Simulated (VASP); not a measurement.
# Tc (P6_3/mmc) in VASP: further runs

The runs below take Tc through single point, with PBE.

All numbers are computed with VASP 6.6.1; they aren't measurements. Logs are shortened: lines on timing, memory, paths and dates and some standing lists are left out, and cuts for length are marked.

## (1) The cell of the first run

The structure is hexagonal, space group P6_3/mmc (No. 194). The conventional cell has a = 2.789 Å, b = 2.789 Å, c = 4.456 Å, α = 90.00°, β = 90.00°, γ = 120.00°. Within 3.6 Å of Tc (site symmetry -6m2) lie 12 Tc at 2.75 to 2.79 Å.

## (2) Single point, PBE (15.01 Å³/atom)

Input file INCAR:

```
SYSTEM = Tc
PREC = Accurate ; ENCUT = 520
EDIFF = 1E-6 ; ISMEAR = 0
SIGMA = 0.05 ; LREAL = .False.
LASPH = .True. ; NELM = 80
ALGO = Fast ; ISIF = 2
LWAVE = .False. ; LCHARG = .True.
GGA = PE ; LELF = .True.
LVHAR = .True. ; NBANDS = 20
```

Input file KPOINTS:

```
Automatic mesh
0
Gamma
  18 18 10
  0 0 0
```

Input file POSCAR:

```
Tc
1.0
    2.7892425976      0.0000000000      0.0000000000
   -1.3946212988      2.4155549469      0.0000000000
    0.0000000000      0.0000000000      4.4555233560
Tc
2
Direct
    0.3333333333      0.6666666667      0.2500000000
    0.6666666667      0.3333333333      0.7500000000
```

Potentials or basis: VASP PAW PBE potentials, release 64 (Tc_pv).

The run is started by

```
> cat potpaw_PBE.64/Tc_pv/POTCAR > POTCAR
> mpirun -np 1 vasp_std > vasp.out
```

OUTCAR:

```text
SYSTEM = Tc
   PREC = Accurate
   ENCUT = 520
   EDIFF = 1E-6
   ISMEAR = 0
   LREAL = .False.
   LASPH = .True.
   NELM = 80
   ISIF = 2
   GGA = PE

 ion  position               nearest neighbor table
   1  0.333  0.667  0.250-   2 2.75   2 2.75   2 2.75   2 2.75   2 2.75   2 2.75
   2  0.667  0.333  0.750-   1 2.75   1 2.75   1 2.75   1 2.75   1 2.75   1 2.75

  LATTYP: Found a hexagonal cell.
 ALAT       =     2.7892425976
 C/A-ratio  =     1.5973954219

  Lattice vectors:

 A1 = (   2.7892425976,   0.0000000000,   0.0000000000)
 A2 = (  -1.3946212988,   2.4155549469,   0.0000000000)
 A3 = (   0.0000000000,   0.0000000000,   4.4555233560)

Analysis of symmetry for initial positions (statically):
=====================================================================
 Subroutine PRICEL returns:
 Original cell was already a primitive cell.

 Routine SETGRP: Setting up the symmetry group for a
 hexagonal supercell.

 Subroutine GETGRP returns: Found 24 space group operations
 (whereof 12 operations were pure point group operations)
 out of a pool of 24 trial point group operations.

The static configuration has the point symmetry D_3d.
 The point group associated with its full space group is D_6h.

Analysis of symmetry for dynamics (positions and initial velocities):
=====================================================================
 Subroutine PRICEL returns:
 Original cell was already a primitive cell.

 Routine SETGRP: Setting up the symmetry group for a
 hexagonal supercell.

 Subroutine GETGRP returns: Found 24 space group operations
 (whereof 12 operations were pure point group operations)
 out of a pool of 24 trial point group operations.

The dynamic configuration has the point symmetry D_3d.
 The point group associated with its full space group is D_6h.

 Subroutine INISYM returns: Found 24 space group operations
 (whereof 12 operations are pure point group operations),
 and found     1 'primitive' translations

----------------------------------------------------------------------------------------

                                     Primitive cell

  volume of cell :      30.0194

  direct lattice vectors                    reciprocal lattice vectors
     2.789242598  0.000000000  0.000000000     0.358520267  0.206991772  0.000000000
    -1.394621299  2.415554947  0.000000000     0.000000000  0.413983545  0.000000000
     0.000000000  0.000000000  4.455523356     0.000000000  0.000000000  0.224440525

  length of vectors
     2.789242598  2.789242598  4.455523356     0.413983545  0.413983545  0.224440525
[... 75 lines left out ...]
   ISPIN  =      1    spin polarized calculation?
   LNONCOLLINEAR =      F non collinear calculations
   LSORBIT =      F    spin-orbit coupling
   LASPH  =      T    aspherical Exc in radial PAW
   ENCUT  =  520.0 eV  38.22 Ry    6.18 a.u.   5.19  5.19  8.28*2*pi/ulx,y,z
   NELM   =     80;   NELMIN=  2; NELMDL= -5     # of ELM steps
   EDIFF  = 0.1E-05   stopping-criterion for ELM
   LREAL  =      F    real-space projection
   EDIFFG = 0.1E-04   stopping-criterion for IOM
   NSW    =      0    number of steps for IOM
   IBRION =     -1    ionic relax: 0-MD 1-quasi-New 2-CG
   NFREE  =      0    steps in history (QN), initial steepest desc. (CG)
   ISIF   =      2    stress and relaxation
   ISYM   =      2    0-nonsym 1-usesym 2-fastsym
   POTIM  = 0.5000    time-step for ionic-motion
   TEBEG  =    0.0;   TEEND  =   0.0 temperature during run
   PSTRESS=    0.0 pullay stress
   NELECT =      26.0000    total number of electrons
   NUPDOWN=      -1.0000    fix difference up-down
   EMIN   =  10.00;   EMAX   =-10.00  energy-range for DOS
   EFERMI =   0.00;   METHOD = LEGACY
   ISMEAR =     0;   SIGMA  =   0.05  broadening in eV -4-tet -1-fermi 0-gaus
   EFERMI_NEDOS =   21; number of points for ismear=-14 and -15
   IALGO  =     68    algorithm
   IMIX   =      4    mixing-type and parameters
     AMIX     =   0.40;   BMIX     =  1.00
     AMIX_MAG =   1.60;   BMIX_MAG =  1.00
  volume/ion in A,a.u.               =      15.01       101.29
  Fermi-wavevector in a.u.,A,eV,Ry     =   1.560505  2.948928 33.132600  2.435177
  Thomas-Fermi vector in A             =   2.663708
   LORBIT       =      0    0 simple, 1 ext, 2 COOP (PROOUT), +10 PAW based schemes
   GGA     = PE    functional components
   LHFCALC =     F    Hartree Fock is set to
   AEXX    =    0.0000 exact exchange contribution
   IVDW    =     0    specifies the selected vdW correction
   LEPSILON=     F    determine dielectric tensor
   LRPA    =     F    only Hartree local field effects (RPA)
 non-spin polarized calculation
 RMM-DIIS sequential band-by-band and
 Gauss-broadening in eV      SIGMA  =   0.05
  energy-cutoff  :      520.00
  volume of cell :       30.02
 maximum number of plane-waves:       825
 NGX is ok and might be reduce to    24
   NGX = 11   NGY = 11   NGZ = 17

 number of electron      25.9999995 magnetization

 Free energy of the ion-electron system (eV)
  ---------------------------------------------------
  ext. energy  EPLUGINS =         0.00000000
  ---------------------------------------------------
  free energy    TOTEN  =       -20.66125834 eV

  energy without entropy =      -20.65886805  energy(sigma->0) =      -20.66006319

 E-fermi :  11.8182     XC(G=0): -13.5171

 val. band max:       11.8156035811   @ k =   0.2222   0.0556   0.4000
 cond. band min:      11.8184493122   @ k =   0.3333   0.0556   0.2000
 fundamental gap:      0.0028457311
 Fermi energy:        11.8181506468

 k-point     1 :       0.0000    0.0000    0.0000
  band No.  band energies     occupation
      1     -27.4852      2.00000
      2     -26.5449      2.00000
      3     -26.5449      2.00000
      4     -26.3807      2.00000
      5     -26.3807      2.00000
      6     -26.3364      2.00000
[... 541 lines left out ...]
     19      22.9034      0.00000
     20      23.6919      0.00000

 [... further k-points ...]
[... 5 lines left out ...]
  --------------------------------------------------------------------------------------
  -------------------------------------------------------------------------------------
  Total       -2.1305235     -2.1305235     -2.1196032     -0.0000000      0.0000000      0.0000000
  in kB     -113.7090362   -113.7090362   -113.1262019     -0.0000000      0.0000000      0.0000000
  external PRESSURE =    -113.5147581 kB  Pullay stress =       0.0000000 kB

 VOLUME and BASIS-vectors are now :
 -----------------------------------------------------------------------------
  energy-cutoff  :      520.00
  volume of cell :       30.02
      direct lattice vectors                 reciprocal lattice vectors
     2.789242598  0.000000000  0.000000000     0.358520267  0.206991772  0.000000000
    -1.394621299  2.415554947  0.000000000     0.000000000  0.413983545  0.000000000
     0.000000000  0.000000000  4.455523356     0.000000000  0.000000000  0.224440525

 POSITION                                       TOTAL-FORCE (eV/Angst)
 -----------------------------------------------------------------------------------
     -0.00000      1.61037      1.11388        -0.000000      0.000000      0.000000
      1.39462      0.80518      3.34164         0.000000     -0.000000      0.000000
 -----------------------------------------------------------------------------------
    total drift:                                0.000000     -0.000000      0.000000

  FREE ENERGIE OF THE ION-ELECTRON SYSTEM (eV)
  ---------------------------------------------------
  free  energy   TOTEN  =       -20.6612583368 eV

  energy  without entropy=      -20.6588680499  energy(sigma->0) =      -20.66006319
```

OSZICAR:

```text
N       E                     dE             d eps       ncg     rms          rms(c)
DAV:   1     0.312550294726E+03    0.31255E+03   -0.16406E+04  8920   0.136E+03
DAV:   2    -0.144097403960E+02   -0.32696E+03   -0.31996E+03  9400   0.407E+02
DAV:   3    -0.221264605489E+02   -0.77167E+01   -0.76650E+01 10152   0.732E+01
DAV:   4    -0.221739047416E+02   -0.47444E-01   -0.47434E-01  9744   0.632E+00
DAV:   5    -0.221743596982E+02   -0.45496E-03   -0.45495E-03 10060   0.603E-01    0.218E+01
RMM:   6    -0.207976551492E+02    0.13767E+01   -0.25604E+00  9011   0.129E+01    0.659E+00
RMM:   7    -0.206680909462E+02    0.12956E+00   -0.62454E-01  9448   0.610E+00    0.715E-01
RMM:   8    -0.206621973185E+02    0.58936E-02   -0.44721E-02  9579   0.185E+00    0.582E-01
RMM:   9    -0.206612080518E+02    0.98927E-03   -0.56156E-03  9987   0.714E-01    0.604E-02
RMM:  10    -0.206612887856E+02   -0.80734E-04   -0.10286E-03 10193   0.304E-01    0.496E-02
RMM:  11    -0.206612602825E+02    0.28503E-04   -0.86013E-05  9900   0.818E-02    0.682E-03
RMM:  12    -0.206612589728E+02    0.13097E-05   -0.90842E-06  9736   0.277E-02    0.805E-03
RMM:  13    -0.206612583368E+02    0.63595E-06   -0.16551E-06  6452   0.111E-02
   1 F= -.20661258E+02 E0= -.20660063E+02  d E =-.239029E-02
```

Wall time 70 s (1 thread of Oxide Virtual Turin-like, shared host); peak memory 0.2 GiB.

Results:

```yaml
Free_energy: -20.6613 eV
Pressure: -11.4 GPa
Band_gap_on_the_k_mesh: zero (bands 13 and 14 overlap by 3.18 eV)
```

Levels at points of the mesh, in eV from the Fermi level:
```csv
k point,band 10,band 11,band 12,band 13,band 14,band 15,band 16,band 17
"(0.00, 0.00, 0.00)",-1.40,-1.30,-0.73,-0.73,-0.11,-0.11,1.63,2.40
"(0.50, 0.00, 0.00)",-1.75,-1.02,-0.91,-0.42,2.73,3.13,3.13,4.99
"(0.00, 0.00, 0.50)",-1.73,-1.54,-1.54,-1.54,-1.54,1.77,1.77,1.77
"(0.50, 0.00, 0.50)",-3.39,0.16,0.16,1.35,1.35,2.97,2.97,4.13
```

Caveat: the cell stands under tension.

## (3) Single point, PBE (13.86 Å³/atom)

This run uses another cell than the first one, of 13.86 Å³/atom.

Input file INCAR:

```
  PREC = Accurate
  ENCUT = 520
  EDIFF = 1E-6
  ISMEAR = 0
  SIGMA = 0.05
  LREAL = F
  LASPH = T
  NELM = 100
  ALGO = Normal
  ISIF = 2
  LWAVE = F
  LCHARG = T
  GGA = PE
  LELF = T
  LVHAR = T
  NBANDS = 20
```

Input file KPOINTS:

```
regular mesh
0
Gamma
  18 18 10
```

Input file POSCAR:

```
Tc
1.0
    2.7142385819      0.0000000000      0.0000000000
   -1.3571192910      2.3505995639      0.0000000000
    0.0000000000      0.0000000000      4.3432332918
Tc
2
Direct
    0.3333333333      0.6666666667      0.2500000000
    0.6666666667      0.3333333333      0.7500000000
```

Potentials or basis: VASP PAW PBE potentials, release 64 (Tc_pv).

The run is started by

```
> cat potpaw_PBE.64/Tc_pv/POTCAR > POTCAR
> mpirun -np 1 vasp_std > vasp.out
```

OUTCAR:

```text
PREC = Accurate
   ENCUT = 520
   EDIFF = 1E-6
   ISMEAR = 0
   LREAL = F
   LASPH = T
   NELM = 100
   ISIF = 2
   GGA = PE

 ion  position               nearest neighbor table
   1  0.333  0.667  0.250-   2 2.68   2 2.68   2 2.68   2 2.68   2 2.68   2 2.68
   2  0.667  0.333  0.750-   1 2.68   1 2.68   1 2.68   1 2.68   1 2.68   1 2.68

  LATTYP: Found a hexagonal cell.
 ALAT       =     2.7142385819
 C/A-ratio  =     1.6001663674

  Lattice vectors:

 A1 = (   2.7142385819,   0.0000000000,   0.0000000000)
 A2 = (  -1.3571192910,   2.3505995639,   0.0000000000)
 A3 = (   0.0000000000,   0.0000000000,   4.3432332918)

Analysis of symmetry for initial positions (statically):
=====================================================================
 Subroutine PRICEL returns:
 Original cell was already a primitive cell.

 Routine SETGRP: Setting up the symmetry group for a
 hexagonal supercell.

 Subroutine GETGRP returns: Found 24 space group operations
 (whereof 12 operations were pure point group operations)
 out of a pool of 24 trial point group operations.
[... 153 lines left out ...]
   NGX = 11   NGY = 11   NGZ = 17

 number of electron      26.0000006 magnetization

 Free energy of the ion-electron system (eV)
  ---------------------------------------------------
  ext. energy  EPLUGINS =         0.00000000
  ---------------------------------------------------
  free energy    TOTEN  =       -20.66150670 eV

  energy without entropy =      -20.65945726  energy(sigma->0) =      -20.66048198

 E-fermi :  13.1734     XC(G=0): -13.9881

 val. band max:       13.1733393091   @ k =   0.3333   0.3333   0.0000
 cond. band min:      13.1771339757   @ k =   0.1667   0.0000   0.0000
 fundamental gap:      0.0037946665
 Fermi energy:        13.1734082163

 k-point     1 :       0.0000    0.0000    0.0000
  band No.  band energies     occupation
      1     -26.3314      2.00000
      2     -25.1034      2.00000
      3     -25.1034      2.00000
      4     -24.8958      2.00000
      5     -24.8958      2.00000
      6     -24.8484      2.00000
[... 541 lines left out ...]
     19      25.1174      0.00000
     20      25.7434      0.00000

 [... further k-points ...]
[... 5 lines left out ...]
  --------------------------------------------------------------------------------------
  -------------------------------------------------------------------------------------
  Total        2.1974801      2.1974801      2.1783602     -0.0000000      0.0000000     -0.0000000
  in kB      127.0561521    127.0561522    125.9506582     -0.0000000      0.0000000     -0.0000000
  external PRESSURE =     126.6876542 kB  Pullay stress =       0.0000000 kB

 VOLUME and BASIS-vectors are now :
 -----------------------------------------------------------------------------
  energy-cutoff  :      520.00
  volume of cell :       27.71
      direct lattice vectors                 reciprocal lattice vectors
     2.714238582  0.000000000  0.000000000     0.368427450  0.212711688  0.000000000
    -1.357119291  2.350599564  0.000000000     0.000000000  0.425423375  0.000000000
     0.000000000  0.000000000  4.343233292     0.000000000  0.000000000  0.230243216

 POSITION                                       TOTAL-FORCE (eV/Angst)
 -----------------------------------------------------------------------------------
     -0.00000      1.56707      1.08581        -0.000000      0.000000      0.000000
      1.35712      0.78353      3.25742         0.000000     -0.000000      0.000000
 -----------------------------------------------------------------------------------
    total drift:                                0.000000     -0.000000      0.000000

  FREE ENERGIE OF THE ION-ELECTRON SYSTEM (eV)
  ---------------------------------------------------
  free  energy   TOTEN  =       -20.6615067049 eV

  energy  without entropy=      -20.6594572592  energy(sigma->0) =      -20.66048198
```

OSZICAR:

```text
N       E                     dE             d eps       ncg     rms          rms(c)
DAV:   1     0.312306795430E+03    0.31231E+03   -0.16510E+04  8944   0.138E+03
DAV:   2    -0.143625586999E+02   -0.32667E+03   -0.31950E+03  9312   0.411E+02
DAV:   3    -0.220200651269E+02   -0.76575E+01   -0.76028E+01 10144   0.739E+01
DAV:   4    -0.220665281240E+02   -0.46463E-01   -0.46458E-01  9796   0.629E+00
DAV:   5    -0.220669708771E+02   -0.44275E-03   -0.44275E-03 10068   0.599E-01    0.250E+01
DAV:   6    -0.208283942790E+02    0.12386E+01   -0.22482E+00  9788   0.146E+01    0.818E+00
DAV:   7    -0.206711602974E+02    0.15723E+00   -0.41754E-01 10048   0.593E+00    0.995E-01
DAV:   8    -0.206614255063E+02    0.97348E-02   -0.96340E-03  9140   0.938E-01    0.658E-02
DAV:   9    -0.206615124928E+02   -0.86987E-04   -0.11606E-04 10280   0.965E-02    0.170E-02
DAV:  10    -0.206615073306E+02    0.51622E-05   -0.59392E-06  9760   0.219E-02    0.517E-03
DAV:  11    -0.206615067049E+02    0.62569E-06   -0.26780E-07  5756   0.505E-03
   1 F= -.20661507E+02 E0= -.20660482E+02  d E =-.204945E-02
```

Run time: 48 s. Hardware: 1 thread of Oxide Virtual Turin-like, shared host; peak memory 0.18 GiB.

What came out:

```yaml
Free_energy: -20.6615 eV
Pressure: 12.7 GPa
Band_gap_on_the_k_mesh: zero (bands 13 and 14 overlap by 3.57 eV)
```

Caveat: the cell stands under pressure.

(Part 1 of 2 ends here.)
